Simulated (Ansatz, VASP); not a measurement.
SrTiO3: VASP beside Ansatz

```
CELL_PARAMETERS angstrom
3.82710 0.00000 0.00000
0.00000 3.82710 0.00000
0.00000 0.00000 3.82710
ATOMIC_POSITIONS crystal
Sr 0.50000 0.50000 0.50000
Ti 0.00000 0.00000 0.00000
O 0.50000 0.00000 0.00000
O 0.00000 0.50000 0.00000
O 0.00000 0.00000 0.50000
```

Alike in both runs: task single point; functional r2SCAN; k mesh 6 × 6 × 6; no spin polarisation.

|  | VASP | Ansatz |
| --- | --- | --- |
| version | VASP 6.6.1 | Ansatz 0.2.0 |
| potentials or method | VASP PAW PBE potentials, release 64 (Sr_sv, Ti_sv, O_h) | plane waves, PAW |
| plane-wave cutoff (eV) | 910 | 500 |
| occupations | gaussian, width 0.01 eV | fixed |
| valence electrons in the cell | 40 | 40 |

|  | VASP | Ansatz | Ansatz less VASP |
| --- | --- | --- | --- |
| gap on the k mesh at the Fermi level (eV) | 2.42 | 2.40 | -0.020 |

VASP's potentials were made for PBE, not for r2SCAN.

Noted on VASP's run: the cutoff is short for stress, so the pressure is rough.
